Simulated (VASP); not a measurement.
# Rb (Fm-3m) in VASP: single point with PBE

Aim: the single point of Rb with PBE.

All numbers are computed with VASP 6.6.1; they aren't measurements. Logs are shortened: lines on timing, memory, paths and dates and some standing lists are left out, and cuts for length are marked.

### Step 1. The cell of the first run

Symmetry: Fm-3m, No. 225, cubic system. Conventional cell: a = 7.146 Å, b = 7.146 Å, c = 7.146 Å, α = 90.00°, β = 90.00°, γ = 90.00°.

This isn't the form of Rb at room conditions, which is bcc.

### Step 2. Single point, PBE

INCAR reads:

```
ALGO = Normal
EDIFF = 1E-6
ENCUT = 520
GGA = PE
ISIF = 2
ISMEAR = -1
LASPH = True
LCHARG = True
LELF = True
LREAL = False
LVHAR = True
LWAVE = False
NBANDS = 10
NELM = 60
PREC = Accurate
SIGMA = 0.05
```

KPOINTS reads:

```
k-points
0
Gamma
  10 10 10
```

POSCAR reads:

```
Rb
1.0
    0.0000000000      3.5730106134      3.5730106134
    3.5730106134      0.0000000000      3.5730106134
    3.5730106134      3.5730106134      0.0000000000
Rb
1
Direct
    0.0000000000      0.0000000000      0.0000000000
```

Potentials or basis: VASP PAW PBE potentials, release 64 (Rb_sv).

Command:

```console
$ cat potpaw_PBE.64/Rb_sv/POTCAR > POTCAR
$ mpirun -np 1 vasp_std > vasp.out
```

OUTCAR:

```text
EDIFF = 1E-6
   ENCUT = 520
   GGA = PE
   ISIF = 2
   ISMEAR = -1
   LASPH = True
   LREAL = False
   NELM = 60
   PREC = Accurate

 ion  position               nearest neighbor table
   1  0.000  0.000  0.000-

  LATTYP: Found a face centered cubic cell.
 ALAT       =     7.1460212268

  Lattice vectors:

 A1 = (   0.0000000000,   3.5730106134,   3.5730106134)
 A2 = (   3.5730106134,   0.0000000000,   3.5730106134)
 A3 = (   3.5730106134,   3.5730106134,   0.0000000000)

Analysis of symmetry for initial positions (statically):
=====================================================================
 Subroutine PRICEL returns:
 Original cell was already a primitive cell.

 Routine SETGRP: Setting up the symmetry group for a
 face centered cubic supercell.

 Subroutine GETGRP returns: Found 48 space group operations
 (whereof 48 operations were pure point group operations)
 out of a pool of 48 trial point group operations.

The static configuration has the point symmetry O_h .

Analysis of symmetry for dynamics (positions and initial velocities):
=====================================================================
 Subroutine PRICEL returns:
 Original cell was already a primitive cell.

 Routine SETGRP: Setting up the symmetry group for a
 face centered cubic supercell.

 Subroutine GETGRP returns: Found 48 space group operations
 (whereof 48 operations were pure point group operations)
 out of a pool of 48 trial point group operations.

The dynamic configuration has the point symmetry O_h .

 Subroutine INISYM returns: Found 48 space group operations
 (whereof 48 operations are pure point group operations),
 and found     1 'primitive' translations

----------------------------------------------------------------------------------------

                                     Primitive cell

  volume of cell :      91.2290

  direct lattice vectors                    reciprocal lattice vectors
     0.000000000  3.573010613  3.573010613    -0.139938011  0.139938011  0.139938011
     3.573010613  0.000000000  3.573010613     0.139938011 -0.139938011  0.139938011
     3.573010613  3.573010613  0.000000000     0.139938011  0.139938011 -0.139938011

  length of vectors
     5.053000068  5.053000068  5.053000068     0.242379746  0.242379746  0.242379746

  position of ions in fractional coordinates (direct lattice)
     0.000000000  0.000000000  0.000000000

  ion indices of the primitive-cell ions
   primitive index   ion index
                 1           1

----------------------------------------------------------------------------------------

 KPOINTS: k-points

Automatic generation of k-mesh.
 Grid dimensions read from file:
 generate k-points for:   10   10   10

 Generating k-lattice:

  Cartesian coordinates                     Fractional coordinates (reciprocal lattice)
    -0.013993801  0.013993801  0.013993801     0.100000000  0.000000000  0.000000000
     0.013993801 -0.013993801  0.013993801     0.000000000  0.100000000  0.000000000
     0.013993801  0.013993801 -0.013993801     0.000000000  0.000000000  0.100000000

  Length of vectors
     0.024237975  0.024237975  0.024237975

  Shift w.r.t. Gamma in fractional coordinates (k-lattice)
     0.000000000  0.000000000  0.000000000

 Subroutine IBZKPT returns following result:
 ===========================================

 Found     47 irreducible k-points:

 Following reciprocal coordinates:
            Coordinates               Weight
  0.000000  0.000000  0.000000      1.000000
  0.100000  0.000000  0.000000      8.000000
  0.200000  0.000000  0.000000      8.000000
  0.300000  0.000000  0.000000      8.000000
  0.400000  0.000000  0.000000      8.000000
  0.500000  0.000000  0.000000      4.000000
[... 16 lines left out ...]
  0.300000  0.300000  0.000000      6.000000
  0.400000  0.300000  0.000000     24.000000
 [... further k-points ...]
   k-points           NKPTS =     47   k-points in BZ     NKDIM =     47   number of bands    NBANDS=     10
   number of dos      NEDOS =    301   number of ions     NIONS =      1
   total plane-waves  NPLWV =  64000
   dimension x,y,z NGX =    40 NGY =   40 NGZ =   40
   dimension x,y,z NGXF=    80 NGYF=   80 NGZF=   80
   ions per type =               1
   NGX,Y,Z   is equivalent  to a cutoff of  13.16, 13.16, 13.16 a.u.
   NGXF,Y,Z  is equivalent  to a cutoff of  26.32, 26.32, 26.32 a.u.
 SYSTEM =  unknown system
   PREC   = accura    normal or accurate (medium, high low for compatibility)
   ISTART =      0    job   : 0-new  1-cont  2-samecut
   ICHARG =      2    charge: 1-file 2-atom 10-const
   ISPIN  =      1    spin polarized calculation?
   LNONCOLLINEAR =      F non collinear calculations
   LSORBIT =      F    spin-orbit coupling
   LASPH  =      T    aspherical Exc in radial PAW
   ENCUT  =  520.0 eV  38.22 Ry    6.18 a.u.   9.40  9.40  9.40*2*pi/ulx,y,z
   NELM   =     60;   NELMIN=  2; NELMDL= -5     # of ELM steps
   EDIFF  = 0.1E-05   stopping-criterion for ELM
   LREAL  =      F    real-space projection
   EDIFFG = 0.1E-04   stopping-criterion for IOM
   NSW    =      0    number of steps for IOM
   IBRION =     -1    ionic relax: 0-MD 1-quasi-New 2-CG
   NFREE  =      0    steps in history (QN), initial steepest desc. (CG)
   ISIF   =      2    stress and relaxation
   ISYM   =      2    0-nonsym 1-usesym 2-fastsym
   POTIM  = 0.5000    time-step for ionic-motion
   TEBEG  =    0.0;   TEEND  =   0.0 temperature during run
   PSTRESS=    0.0 pullay stress
   NELECT =       9.0000    total number of electrons
   NUPDOWN=      -1.0000    fix difference up-down
   EMIN   =  10.00;   EMAX   =-10.00  energy-range for DOS
   EFERMI =   0.00;   METHOD = LEGACY
   ISMEAR =    -1;   SIGMA  =   0.05  broadening in eV -4-tet -1-fermi 0-gaus
   EFERMI_NEDOS =   21; number of points for ismear=-14 and -15
   IALGO  =     38    algorithm
   IMIX   =      4    mixing-type and parameters
     AMIX     =   0.40;   BMIX     =  1.00
     AMIX_MAG =   1.60;   BMIX_MAG =  1.00
  volume/ion in A,a.u.               =      91.23       615.64
  Fermi-wavevector in a.u.,A,eV,Ry     =   0.756446  1.429476  7.785401  0.572211
  Thomas-Fermi vector in A             =   1.854569
   LORBIT       =      0    0 simple, 1 ext, 2 COOP (PROOUT), +10 PAW based schemes
   GGA     = PE    functional components
   LHFCALC =     F    Hartree Fock is set to
   AEXX    =    0.0000 exact exchange contribution
   IVDW    =     0    specifies the selected vdW correction
   LEPSILON=     F    determine dielectric tensor
   LRPA    =     F    only Hartree local field effects (RPA)
 non-spin polarized calculation
  energy-cutoff  :      520.00
  volume of cell :       91.23
 maximum number of plane-waves:      2481
 NGX is ok and might be reduce to    40
   NGX = 19   NGY = 19   NGZ = 19

 number of electron       9.0000000 magnetization

 Free energy of the ion-electron system (eV)
  ---------------------------------------------------
  ext. energy  EPLUGINS =         0.00000000
  ---------------------------------------------------
  free energy    TOTEN  =        -0.94049542 eV

  energy without entropy =       -0.93259045  energy(sigma->0) =       -0.93654293

 E-fermi :  -0.0198     XC(G=0):  -5.4597

 val. band max:       -0.0299480631   @ k =   0.5000   0.3000   0.1000
 cond. band min:       0.0709637218   @ k =   0.4000   0.4000   0.0000
 fundamental gap:      0.1009117849
 Fermi energy:        -0.0198496637

 k-point     1 :       0.0000    0.0000    0.0000
  band No.  band energies     occupation
      1     -28.8929      2.00000
      2     -12.9366      2.00000
      3     -12.9366      2.00000
      4     -12.9366      2.00000
      5      -1.9634      2.00000
      6       3.5971      0.00000
      7       3.5971      0.00000
      8       3.5971      0.00000
      9       4.9291      0.00000
     10       4.9291      0.00000

 k-point     2 :       0.1000    0.0000    0.0000
  band No.  band energies     occupation
      1     -28.8926      2.00000
      2     -12.9457      2.00000
      3     -12.9378      2.00000
      4     -12.9378      2.00000
      5      -1.8521      2.00000
      6       3.2897      0.00000
      7       3.6441      0.00000
      8       3.6441      0.00000
      9       4.8015      0.00000
     10       4.8015      0.00000

 k-point     3 :       0.2000    0.0000    0.0000
  band No.  band energies     occupation
      1     -28.8916      2.00000
      2     -12.9693      2.00000
      3     -12.9410      2.00000
      4     -12.9410      2.00000
      5      -1.5280      2.00000
      6       2.6587      0.00000
      7       3.6941      0.00000
      8       3.6942      0.00000
      9       4.6864      0.00000
     10       4.6864      0.00000

 k-point     4 :       0.3000    0.0000    0.0000
  band No.  band energies     occupation
      1     -28.8905      2.00000
      2     -12.9982      2.00000
      3     -12.9450      2.00000
      4     -12.9450      2.00000
      5      -1.0208      2.00000
      6       1.9468      0.00000
      7       3.5899      0.00000
      8       3.5899      0.00000
      9       4.9326      0.00000
     10       4.9326      0.00000
[... 222 lines left out ...]
 k-point    22 :      -0.2000    0.2000    0.0000
  band No.  band energies     occupation
      1     -28.8901      2.00000
      2     -12.9937      2.00000
      3     -12.9626      2.00000
      4     -12.9446      2.00000
      5      -0.8489      2.00000
      6       2.1610      0.00000
      7       2.7291      0.00000
      8       3.9042      0.00000
      9       4.3001      0.00000
     10       5.4771      0.00000

 k-point    23 :       0.3000    0.3000    0.0000
  band No.  band energies     occupation
      1     -28.8897      2.00000
      2     -12.9953      2.00000
      3     -12.9589      2.00000
      4     -12.9589      2.00000
      5      -0.7234      2.00000
      6       2.2341      0.00000
      7       2.6584      0.00000
      8       3.9772      0.00000
      9       3.9772      0.00000
     10       5.4883      0.00000

 k-point    24 :       0.4000    0.3000    0.0000
  band No.  band energies     occupation
      1     -28.8889      2.00000
      2     -13.0077      2.00000
      3     -12.9657      2.00000
      4     -12.9628      2.00000
      5      -0.2704      1.98675
      6       1.9770      0.00000
      7       2.2682      0.00000
      8       4.0411      0.00000
      9       4.1166      0.00000
     10       5.7300      0.00000

 [... further k-points ...]
[... 5 lines left out ...]
  --------------------------------------------------------------------------------------
  -------------------------------------------------------------------------------------
  Total        0.0052160      0.0052160      0.0052160      0.0000000     -0.0000000      0.0000000
  in kB        0.0916040      0.0916040      0.0916040      0.0000000     -0.0000000      0.0000000
  external PRESSURE =       0.0916040 kB  Pullay stress =       0.0000000 kB

 VOLUME and BASIS-vectors are now :
 -----------------------------------------------------------------------------
  energy-cutoff  :      520.00
  volume of cell :       91.23
      direct lattice vectors                 reciprocal lattice vectors
     0.000000000  3.573010613  3.573010613    -0.139938011  0.139938011  0.139938011
     3.573010613  0.000000000  3.573010613     0.139938011 -0.139938011  0.139938011
     3.573010613  3.573010613  0.000000000     0.139938011  0.139938011 -0.139938011

 POSITION                                       TOTAL-FORCE (eV/Angst)
 -----------------------------------------------------------------------------------
      0.00000      0.00000      0.00000         0.000000      0.000000      0.000000
 -----------------------------------------------------------------------------------
    total drift:                               -0.000000     -0.000000     -0.000000

  FREE ENERGIE OF THE ION-ELECTRON SYSTEM (eV)
  ---------------------------------------------------
  free  energy   TOTEN  =        -0.9404954154 eV

  energy  without entropy=       -0.9325904535  energy(sigma->0) =       -0.93654293
```

It took 19 s on 1 thread of Intel Xeon 6975P-C (Granite Rapids), shared host; peak memory 0.24 GiB.

What came out:

- Free energy: -0.9405 eV
- Pressure: 0.0 GPa
- Band gap on the k mesh: zero (an odd number of electrons rules out a gap without spin polarisation)

Levels at points of the mesh, in eV from the Fermi level:
| k point | band 1 | band 2 | band 3 | band 4 | band 5 | band 6 | band 7 | band 8 | band 9 | band 10 |
| --- | --- | --- | --- | --- | --- | --- | --- | --- | --- | --- |
| (0.00, 0.00, 0.00) | -28.87 | -12.92 | -12.92 | -12.92 | -1.94 | 3.62 | 3.62 | 3.62 | 4.95 | 4.95 |
| (0.50, 0.00, 0.00) | -28.87 | -13.01 | -12.93 | -12.93 | 0.16 | 0.68 | 3.41 | 3.41 | 5.58 | 5.73 |
| (0.50, 0.50, 0.00) | -28.87 | -13.00 | -12.95 | -12.95 | 0.66 | 1.43 | 1.85 | 4.50 | 4.50 | 4.91 |

The gap in the log of VASP goes by the Fermi energy; the results here count the filled bands.